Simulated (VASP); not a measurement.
# TlCl (Pm-3m) in VASP: further runs, part 2 of 2

VASP 6.6.1.

## (5) Single point, PBE-based screened hybrid with 75 % exact exchange

Input file POSCAR:

```
TlCl
1.0
    3.7936346873      0.0000000000      0.0000000000
    0.0000000000      3.7936346873      0.0000000000
    0.0000000000      0.0000000000      3.7936346873
Tl Cl
1 1
Direct
    0.0000000000      0.0000000000      0.0000000000
    0.5000000000      0.5000000000      0.5000000000
```

Input file INCAR.step1:

```
  PREC = Accurate
  ENCUT = 400
  EDIFF = 1E-5
  ISMEAR = 0
  SIGMA = 0.01
  LREAL = F
  LASPH = T
  NELM = 120
  ALGO = Normal
  ISIF = 2
  LWAVE = T
  LCHARG = F
  NBANDS = 17
  GGA = PE
  GGA_COMPAT = F
```

Input file INCAR.step2:

```
  PREC = Accurate
  ENCUT = 400
  EDIFF = 1E-6
  ISMEAR = 0
  SIGMA = 0.01
  LREAL = F
  LASPH = T
  NELM = 120
  ALGO = Normal
  ISIF = 2
  LWAVE = F
  LCHARG = F
  GGA = PE
  LHFCALC = T
  AEXX = 0.75
  HFSCREEN = 0.5
  PRECFOCK = Normal
  NBANDS = 17
  ISTART = 1
  GGA_COMPAT = F
```

Input file KPOINTS:

```
regular mesh
0
Gamma
  4 4 4
```

Potentials or basis: VASP PAW PBE potentials, release 64 (Tl_d, Cl).

Command:

```
$ cat potpaw_PBE.64/Tl_d/POTCAR potpaw_PBE.64/Cl/POTCAR > POTCAR
$ cp INCAR.step1 INCAR
$ mpirun -np 1 vasp_std > vasp.out
$ cp INCAR.step2 INCAR
$ mpirun -np 1 vasp_std > vasp.out
```

OUTCAR:

```text
PREC = Accurate
   ENCUT = 400
   EDIFF = 1E-6
   ISMEAR = 0
   LREAL = F
   LASPH = T
   NELM = 120
   ISIF = 2
   GGA = PE
   LHFCALC = T
   AEXX = 0.75
   HFSCREEN = 0.5
   PRECFOCK = Normal
   ISTART = 1

 ion  position               nearest neighbor table
   1  0.000  0.000  0.000-   2 3.29   2 3.29   2 3.29   2 3.29   2 3.29   2 3.29   2 3.29   2 3.29

   2  0.500  0.500  0.500-   1 3.29   1 3.29   1 3.29   1 3.29   1 3.29   1 3.29   1 3.29   1 3.29

  LATTYP: Found a simple cubic cell.
 ALAT       =     3.7936346873

  Lattice vectors:

 A1 = (   3.7936346873,   0.0000000000,   0.0000000000)
 A2 = (   0.0000000000,   3.7936346873,   0.0000000000)
 A3 = (   0.0000000000,   0.0000000000,   3.7936346873)

Analysis of symmetry for initial positions (statically):
=====================================================================
 Subroutine PRICEL returns:
 Original cell was already a primitive cell.

 Routine SETGRP: Setting up the symmetry group for a
 simple cubic supercell.

 Subroutine GETGRP returns: Found 48 space group operations
 (whereof 48 operations were pure point group operations)
 out of a pool of 48 trial point group operations.

The static configuration has the point symmetry O_h .

Analysis of symmetry for dynamics (positions and initial velocities):
=====================================================================
 Subroutine PRICEL returns:
 Original cell was already a primitive cell.

 Routine SETGRP: Setting up the symmetry group for a
 simple cubic supercell.

 Subroutine GETGRP returns: Found 48 space group operations
 (whereof 48 operations were pure point group operations)
 out of a pool of 48 trial point group operations.

[... 107 lines left out ...]
  Fermi-wavevector in a.u.,A,eV,Ry     =   1.171375  2.213578 18.668821  1.372120
  Thomas-Fermi vector in A             =   2.307820
   LORBIT       =      0    0 simple, 1 ext, 2 COOP (PROOUT), +10 PAW based schemes
   GGA     = PE    functional components
   LHFCALC =     T    Hartree Fock is set to
   PRECFOCK=normal    Normal, Fast or Accurate (Low or Medium for compatibility)
   ENCUT4O =  -1.0   cutoff for four orbital integrals eV
   NKREDX  =     1    reduce k-point grid by
   NKREDY  =     1    reduce k-point grid by
   NKREDZ  =     1    reduce k-point grid by
   AEXX    =    0.7500 exact exchange contribution
   HFSCREEN=    0.5000 screening length (either q_TF or 0.3 A-1)
   HFSCREENC=   0.5000 screening length for correlation (either q_TF or 0.3 A-1)
   ENCUTFOCK=  -1.0 apply spherical cutoff to Coloumb kernel
   IVDW    =     0    specifies the selected vdW correction
   LEPSILON=     F    determine dielectric tensor
   LRPA    =     F    only Hartree local field effects (RPA)
 non-spin polarized calculation
 Gauss-broadening in eV      SIGMA  =   0.01
  energy-cutoff  :      400.00
  volume of cell :       54.60
 maximum number of plane-waves:      1021
 NGX is ok and might be reduce to    28
  NGX = 20; NGY = 20; NGZ = 20

 number of electron      20.0000001 magnetization

 Free energy of the ion-electron system (eV)
  ---------------------------------------------------
  ext. energy  EPLUGINS =         0.00000000
  ---------------------------------------------------
  free energy    TOTEN  =        -8.05116555 eV

  energy without entropy =       -8.05116555  energy(sigma->0) =       -8.05116555

 E-fermi :   2.3666     XC(G=0):  -5.7784

 val. band max:        2.2584584631   @ k =   0.5000   0.0000   0.0000
 cond. band min:       5.2429057108   @ k =   0.5000   0.0000   0.0000
 fundamental gap:      2.9844472478
 Fermi energy:         2.3666289299

 k-point     1 :       0.0000    0.0000    0.0000
  band No.  band energies     occupation
      1     -15.4801      2.00000
      2     -10.8707      2.00000
      3     -10.8707      2.00000
      4     -10.6467      2.00000
      5     -10.6467      2.00000
      6     -10.6467      2.00000
[... 177 lines left out ...]
      4     -10.8276      2.00000
      5     -10.5525      2.00000
      6     -10.5524      2.00000
[... 9 lines left out ...]
     16      17.1291      0.00000
     17      21.7847      0.00000

------------------------ aborting loop because EDIFF is reached ----------------------------------------

  FORCE on cell =-STRESS in cart. coord.  units (eV):
  Direction    XX          YY          ZZ          XY          YZ          ZX
  --------------------------------------------------------------------------------------
  -------------------------------------------------------------------------------------
  Total        0.4686617      0.4686617      0.4686617      0.0000000      0.0000000      0.0000000
  in kB       13.7531929     13.7531929     13.7531929      0.0000000      0.0000000      0.0000000
  external PRESSURE =      13.7531929 kB  Pullay stress =       0.0000000 kB

 VOLUME and BASIS-vectors are now :
 -----------------------------------------------------------------------------
  energy-cutoff  :      400.00
  volume of cell :       54.60
      direct lattice vectors                 reciprocal lattice vectors
     3.793634687  0.000000000  0.000000000     0.263599445  0.000000000  0.000000000
     0.000000000  3.793634687  0.000000000     0.000000000  0.263599445  0.000000000
     0.000000000  0.000000000  3.793634687     0.000000000  0.000000000  0.263599445

 POSITION                                       TOTAL-FORCE (eV/Angst)
 -----------------------------------------------------------------------------------
      0.00000      0.00000      0.00000         0.000000      0.000000      0.000000
      1.89682      1.89682      1.89682         0.000000      0.000000      0.000000
 -----------------------------------------------------------------------------------
    total drift:                                0.000001      0.000001      0.000001

  FREE ENERGIE OF THE ION-ELECTRON SYSTEM (eV)
  ---------------------------------------------------
  free  energy   TOTEN  =        -8.0511655518 eV

  energy  without entropy=       -8.0511655518  energy(sigma->0) =       -8.05116555
```

OUTCAR.step1:

```text
PREC = Accurate
   ENCUT = 400
   EDIFF = 1E-5
   ISMEAR = 0
   LREAL = F
   LASPH = T
[... 405 lines left out ...]
 -----------------------------------------------------------------------------------
      0.00000      0.00000      0.00000         0.000000      0.000000      0.000000
      1.89682      1.89682      1.89682         0.000000      0.000000      0.000000
 -----------------------------------------------------------------------------------
    total drift:                               -0.000000      0.000000      0.000000

  FREE ENERGIE OF THE ION-ELECTRON SYSTEM (eV)
  ---------------------------------------------------
  free  energy   TOTEN  =        -5.9770778671 eV

  energy  without entropy=       -5.9770778671  energy(sigma->0) =       -5.97707787
```

OSZICAR.step1:

```text
N       E                     dE             d eps       ncg     rms          rms(c)
DAV:   1     0.789747310078E+02    0.78975E+02   -0.87848E+03   372   0.833E+02
DAV:   2    -0.350909289088E+01   -0.82484E+02   -0.79820E+02   416   0.198E+02
DAV:   3    -0.634410293434E+01   -0.28350E+01   -0.28246E+01   385   0.329E+01
DAV:   4    -0.636339919812E+01   -0.19296E-01   -0.19294E-01   452   0.327E+00
DAV:   5    -0.636361736561E+01   -0.21817E-03   -0.21817E-03   420   0.320E-01    0.337E+00
DAV:   6    -0.600391287624E+01    0.35970E+00   -0.62305E-01   405   0.416E+00    0.216E+00
DAV:   7    -0.597802258181E+01    0.25890E-01   -0.11122E-01   378   0.161E+00    0.131E+00
DAV:   8    -0.597728504781E+01    0.73753E-03   -0.18541E-02   401   0.914E-01    0.266E-01
DAV:   9    -0.597691941010E+01    0.36564E-03   -0.12784E-03   392   0.191E-01    0.115E-01
DAV:  10    -0.597708684533E+01   -0.16744E-03   -0.46971E-04   349   0.113E-01    0.451E-02
DAV:  11    -0.597707786706E+01    0.89783E-05   -0.35237E-05   386   0.368E-02
   1 F= -.59770779E+01 E0= -.59770779E+01  d E =-.861259E-38
```

Run time: 6.3 min. Hardware: 1 thread of Intel Xeon Platinum 8488C (Sapphire Rapids), shared host; peak memory 0.26 GiB.

What came out:

| Property | Result |
| --- | --- |
| Free energy | -8.0512 eV |
| Pressure | 1.4 GPa |
| Band gap on the k mesh | 2.98 eV |

Caveat: the PAW data sets were made with another functional, which shifts forces and pressure a little; spin-orbit coupling is left out, which moves the levels of the heavy elements. A k mesh can miss the band edges.

## (6) Single point, HSE06

POSCAR is that of step 5.

Input file INCAR.step1:

```
PREC     = Accurate       # precision mode
ENCUT    = 400            # plane-wave cutoff, eV
EDIFF    = 1E-5           # SCF threshold, eV
ISMEAR   = -1             # smearing method
SIGMA    = 0.001          # smearing width, eV
LREAL    = False          # projectors in reciprocal space
LASPH    = True           # aspherical terms in the spheres
NELM     = 120            # most SCF steps
ALGO     = Normal         # electronic algorithm
ISIF     = 2              # what is computed and relaxed
LWAVE    = True           # write WAVECAR
LCHARG   = False          # write CHGCAR
GGA      = PE             # functional
NBANDS   = 17             # bands
GGA_COMPAT= False
```

Input file INCAR.step2:

```
PREC     = Accurate       # precision mode
ENCUT    = 400            # plane-wave cutoff, eV
EDIFF    = 1E-6           # SCF threshold, eV
ISMEAR   = -1             # smearing method
SIGMA    = 0.001          # smearing width, eV
LREAL    = False          # projectors in reciprocal space
LASPH    = True           # aspherical terms in the spheres
NELM     = 120            # most SCF steps
ALGO     = Normal         # electronic algorithm
ISIF     = 2              # what is computed and relaxed
LWAVE    = False          # write WAVECAR
LCHARG   = False          # write CHGCAR
GGA      = PE             # functional
LHFCALC  = True           # exact exchange
HFSCREEN = 0.2079         # screening, 1/A
PRECFOCK = Normal       
ISTART   = 1            
NBANDS   = 17             # bands
GGA_COMPAT= False
```

KPOINTS is that of step 5.

Potentials or basis: VASP PAW PBE potentials, release 64 (Tl_d, Cl).

Command:

```
$ cat potpaw_PBE.64/Tl_d/POTCAR potpaw_PBE.64/Cl/POTCAR > POTCAR
$ cp INCAR.step1 INCAR
$ mpirun -np 1 vasp_std > vasp.out
$ cp INCAR.step2 INCAR
$ mpirun -np 1 vasp_std > vasp.out
```

Run time: 4.8 min. Hardware: 1 thread of Intel Xeon Platinum 8488C (Sapphire Rapids), shared host; peak memory 0.26 GiB.

It converged, with:

```yaml
Free_energy: -7.1466 eV
Pressure: 1.9 GPa
Band_gap_on_the_k_mesh: 2.74 eV
```

Levels at points of the mesh, in eV from the valence-band top:
```tsv
k point	band 6	band 7	band 8	band 9	band 10	band 11	band 12	band 13	band 14	band 15
(0.00, 0.00, 0.00)	-11.03	-4.81	-2.07	-2.07	-2.07	8.66	8.66	9.09	9.09	9.09
(0.50, 0.00, 0.00)	-11.03	-6.15	-1.58	-1.58	0.00	2.74	7.58	7.58	9.63	12.62
(0.50, 0.50, 0.00)	-10.95	-3.69	-3.69	-3.46	-1.53	5.83	5.83	9.38	9.81	12.53
(0.50, 0.50, 0.50)	-10.95	-2.64	-2.64	-2.64	-2.01	3.16	3.16	3.16	14.26	14.26
```

Caveat: the PAW data sets were made with another functional, which shifts forces and pressure a little; spin-orbit coupling is left out, which moves the levels of the heavy elements.

## (7) Overview

| level | smearing | share of exact exchange | screening parameter | gap on the mesh (eV) | pressure (GPa) |
| --- | --- | --- | --- | --- | --- |
| HSE06 | gaussian 0.01 eV | 0.25 | 0.2079 1/Å | 2.74 | 1.9 |
| PBE-based screened hybrid with 5 % exact exchange | gaussian 0.01 eV | 0.05 | 0.2078 1/Å | 2.14 | 2.2 |
| PBE-based screened hybrid with 20 % exact exchange | gaussian 0.01 eV | 0.2 | 0.3 1/Å | 2.45 | 2.0 |
| PBE-based screened hybrid with 75 % exact exchange | gaussian 0.01 eV | 0.75 | 0.5 1/Å | 2.98 | 1.4 |
| HSE06 | fermi-dirac 0.001 eV | 0.25 | 0.2079 1/Å | 2.74 | 1.9 |

Alike in all rows: task single point; potentials or basis VASP PAW PBE potentials, release 64 (Tl_d, Cl); no spin polarisation; cell as given; k mesh 4 × 4 × 4; cutoff (eV) 400.

On the cell as given the gap runs from 2.14 eV (PBE-based screened hybrid with 5 % exact exchange) to 2.98 eV (PBE-based screened hybrid with 75 % exact exchange). The pressure there spans 1.4 GPa (PBE-based screened hybrid with 75 % exact exchange) to 2.2 GPa (PBE-based screened hybrid with 5 % exact exchange); a positive pressure means that this level wants a larger cell, a negative one a smaller.

Caveats: the PAW data sets were made with another functional, which shifts forces and pressure a little; spin-orbit coupling is left out, which moves the levels of the heavy elements.

Total energies depend on the potentials used, so only differences within one code and one set of settings carry meaning.
